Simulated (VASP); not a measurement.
## WS2: single point with PBE

WS2:

```xyz
6
Lattice="3.1258 0.0000 0.0000 -1.5629 2.7070 0.0000 0.0000 0.0000 11.7662" Properties=species:S:1:pos:R:3 pbc="T T T"
W     0.0000    1.8047    2.9416
W     1.5629    0.9023    8.8247
S     0.0000    1.8047    7.2467
S     1.5629    0.9023    1.3636
S     0.0000    1.8047   10.4026
S     1.5629    0.9023    4.5195
```

* Program: VASP 6.6.1
* Task: single point
* Functional: PBE
* Potentials or basis: VASP PAW PBE potentials, release 64 (W_sv, S)
* Cutoff: 520 eV
* k mesh: 12 × 12 × 4
* Occupations: gaussian, width 0.02 eV
* Spin: no spin polarisation
* Dipole correction: no
* Further INCAR settings: ALGO = Normal; EDIFF = 1e-06; NBANDS = 35

| Item | Value |
| --- | --- |
| Pressure | 8.0 GPa |
| Band gap on the k mesh | 0.72 eV (least direct gap 1.91 eV) |

Forces on the atoms (eV/Å):
```
W    0.000  0.000  0.000
W    0.000  0.000  0.000
S    0.000  0.000  0.002
S    0.000  0.000  0.002
S    0.000  0.000 -0.002
S    0.000  0.000 -0.002
```

Stress tensor (GPa, compression positive):
```
8.01 0.00 0.00
0.00 8.01 0.00
0.00 0.00 7.92
```

Levels at points of the mesh, in eV from the valence-band top:
| k point | band 22 | band 23 | band 24 | band 25 | band 26 | band 27 | band 28 | band 29 | band 30 | band 31 |
| --- | --- | --- | --- | --- | --- | --- | --- | --- | --- | --- |
| (0.00, 0.00, 0.00) | -2.25 | -2.25 | -1.51 | -1.25 | 0.00 | 2.16 | 2.16 | 2.22 | 2.22 | 2.23 |
| (0.50, 0.00, 0.00) | -2.92 | -2.16 | -1.97 | -1.78 | -1.67 | 2.30 | 2.38 | 2.46 | 2.93 | 2.99 |
| (0.00, 0.00, 0.50) | -2.30 | -2.30 | -2.30 | -0.30 | -0.30 | 2.18 | 2.18 | 2.18 | 2.18 | 2.38 |
| (0.50, 0.00, 0.50) | -3.16 | -1.97 | -1.97 | -1.79 | -1.79 | 2.33 | 2.33 | 2.74 | 2.74 | 3.36 |

It took 68 s on 1 thread of Intel(R) Xeon(R) 6975P-C (Granite Rapids), on a shared host, peak memory 0.31 GiB.

Caveat: the cell stands under pressure; spin-orbit coupling is left out, which moves the levels of the heavy elements. A k mesh can miss the band edges.
